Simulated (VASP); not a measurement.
Crystal: BN.

```
B N
1.0
     3.65965    0.01818   -0.01300
    -0.01818   -3.59828   -0.04295
     0.01300   -0.04295   -3.61617
B N
4 4
Direct
  0.99746 0.50103 0.50323
  0.50543 0.00264 0.50083
  0.50327 0.49927 0.00222
  0.00101 0.99807 0.99892
  0.74820 0.74870 0.74769
  0.24970 0.24797 0.74682
  0.24652 0.75001 0.24834
  0.74841 0.25231 0.25196
```

This cell differs from its parent crystal: cell sheared at random, sigma 0.01, atoms nudged by 0.01 Å.

* Program: VASP 6.6.1
* Task: relaxation of cell and atoms
* Functional: PBE
* Potentials or basis: VASP PAW PBE potentials, release 64 (B, N)
* Cutoff: 600 eV
* k mesh: 6 × 6 × 6
* Occupations: gaussian, width 0.05 eV
* Spin: no spin polarisation

At the start: pressure 0.7 GPa; volume 5.95 Å³/atom.

**Question.** Where does the relaxation end?

**Answer.** Over 9 steps the energy falls by 12.3 meV/atom; space group F-43m (No. 216, to 0.05 Å).

The path:
| step | energy change (eV) | largest force (eV/Å) | pressure (GPa) | volume (Å³) |
| --- | --- | --- | --- | --- |
| 1 | 0.0000 | 0.9901 | 0.66 | 47.61 |
| 2 | -0.0261 | 1.2891 | -0.52 | 47.75 |
| 3 | -0.0928 | 0.3031 | -0.59 | 47.69 |
| 4 | -0.0962 | 0.2166 | 0.43 | 47.56 |
| 5 | -0.0983 | 0.0517 | 0.03 | 47.61 |
| 6 | -0.0986 | 0.0302 | 0.03 | 47.61 |
| 7 | -0.0987 | 0.0209 | 0.03 | 47.61 |
| 8 | -0.0987 | 0.0143 | -0.02 | 47.62 |
| 9 | -0.0987 | 0.0018 | 0.00 | 47.62 |

Final structure:
```cif
data_structure
_symmetry_space_group_name_H-M 'P 1'
_symmetry_Int_Tables_number 1
_cell_length_a 3.6245
_cell_length_b 3.6246
_cell_length_c 3.6246
_cell_angle_alpha 90.002
_cell_angle_beta 90.001
_cell_angle_gamma 89.999
_cell_volume 47.62
loop_
_atom_site_label
_atom_site_type_symbol
_atom_site_fract_x
_atom_site_fract_y
_atom_site_fract_z
_atom_site_occupancy
B1 B 0.99999 0.50000 0.50001 1
B2 B 0.50000 0.00001 0.49999 1
B3 B 0.49998 0.49999 0.00001 1
B4 B 0.00000 0.99999 0.99999 1
N1 N 0.75000 0.75000 0.75000 1
N2 N 0.25001 0.25000 0.75000 1
N3 N 0.25000 0.75001 0.24999 1
N4 N 0.75001 0.25000 0.25000 1
```

Caveat: the cell differs from its parent crystal (cell sheared at random, sigma 0.01, atoms nudged by 0.01 Å).
